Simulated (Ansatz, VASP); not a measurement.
## Co in VASP and in Ansatz

```
CELL_PARAMETERS angstrom
2.40661 0.00000 0.00000
-1.20330 2.08419 0.00000
0.00000 0.00000 2.25568
ATOMIC_POSITIONS crystal
Co 0.00000 0.00000 0.00000
```

Alike in both runs: functional PBEsol; k mesh 9 × 9 × 8; occupations gaussian, width 0.1 eV; collinear spin.

Ansatz relaxed the structure, and its values are those at the end. VASP's run is a single point on that final structure, the one shown.

|  | VASP | Ansatz |
| --- | --- | --- |
| version | VASP 6.6.1 | Ansatz 0.2.0 |
| potentials or method | VASP PAW PBE potentials, release 64 (Co_sv), cutoff 690 eV | scalar-relativistic, plane waves, PAW |
| valence electrons in the cell | 17 | 17 |

```tsv
	VASP	Ansatz	Ansatz less VASP
gap on the k mesh at the Fermi level (eV)	none	none	-
pressure (GPa)	-1.1	0.1	+1.20
net moment per atom (μB)	1.63	1.63	0.000
size of the moment on the site where the two differ most (μB)	1.62	1.63	+0.005
```

VASP's potentials were made for PBE, not for PBEsol. Site moments also hang on the region over which each program counts them. A gap of «none» marks a metal or a gap that the smearing closes.
